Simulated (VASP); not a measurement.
Input of a VASP 6.6.1 run:

The input INCAR:

```
PREC = Accurate
ENCUT = 500
EDIFF = 1E-6
ISMEAR = 0
SIGMA = 0.15
LREAL = F
LASPH = T
NELM = 120
ALGO = Normal
ISIF = 2
LWAVE = F
LCHARG = T
GGA = PS
LELF = T
LVHAR = T
NBANDS = 54
GGA_COMPAT = F
```

KPOINTS

```
Automatic mesh
0
Gamma
  12 12 6
```

File POSCAR:

```
Ta
1.0
    5.3680902907      0.0000000000      0.0000000000
   -2.6840451454      4.6489025616      0.0000000000
    0.0000000000      0.0000000000      7.6989003720
Ta
8
Direct
    0.0000000000      0.3231711746      0.0000000000
    0.3231711746      0.0000000000      0.0000000000
    0.6768288254      0.6768288254      0.0000000000
    1.0000000000      0.6768288254      0.5000000000
    0.6768288254      0.0000000000      0.5000000000
    0.3231711746      0.3231711746      0.5000000000
    0.6666666667      0.3333333333      0.7500000000
    0.3333333333      0.6666666667      0.2500000000
```

Potentials or basis: VASP PAW PBE potentials, release 64 (Ta_pv).

Run with:

```sh
$ cat potpaw_PBE.64/Ta_pv/POTCAR > POTCAR
$ mpirun -np 1 vasp_std > vasp.out
```

Task: What does it give for the band gap on the k mesh?

Result: Zero (bands 44 and 45 overlap by 0.40 eV).

Task: Estimate the largest force.

Result: 0.637 eV/Å.

Stress tensor (GPa, compression positive):
```
-12.40   0.00   0.00
  0.00 -12.40   0.00
  0.00   0.00  -4.59
```

Caveat: the stress differs along the axes, from -12 to -5 GPa; the PAW data sets were made with another functional, which shifts forces and pressure a little; spin-orbit coupling is left out, which moves the levels of the heavy elements.
